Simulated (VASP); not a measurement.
Input of a VASP 6.6.1 run:

File INCAR:

```
SYSTEM = Mg2C
PREC = Accurate
ENCUT = 600
EDIFF = 1E-6
ISMEAR = -1
SIGMA = 0.02
LREAL = .FALSE.
LASPH = .TRUE.
NELM = 120
ALGO = Normal
ISIF = 2
LWAVE = .FALSE.
LCHARG = .FALSE.
GGA = PE
NBANDS = 11
GGA_COMPAT = .FALSE.
```

Contents of KPOINTS:

```
regular mesh
0
G
  8 8 8
  0 0 0
```

Contents of POSCAR:

```
Mg2C
1.0
    0.0000000000      2.7109426088      2.7109426088
    2.5854259660      0.0000000000      2.7109426088
    2.5854259660      2.7109426088      0.0000000000
C Mg
1 2
Direct
    0.0000000000      0.0000000000      0.0000000000
    0.2500000000      0.2500000000      0.2500000000
    0.7500000000      0.7500000000      0.7500000000
```

Potentials or basis: VASP PAW PBE potentials, release 64 (C, Mg).

Run with:

```sh
$ cat potpaw_PBE.64/C/POTCAR potpaw_PBE.64/Mg/POTCAR > POTCAR
$ mpirun -np 1 vasp_std > vasp.out
```

(1) What does it give for the band gap on the k mesh?

(2) Predict the pressure.

Results:

(1) 0.51 eV (least direct gap 1.66 eV).

(2) 7.0 GPa.

Caveat: the cell differs from its parent crystal (uniaxial x strain -4.6%); the stress differs along the axes, from 2 to 17 GPa; the structure was generated, so it needn't be the stable form of Mg2C; semilocal functionals underestimate gaps, and a narrow one can read as zero.
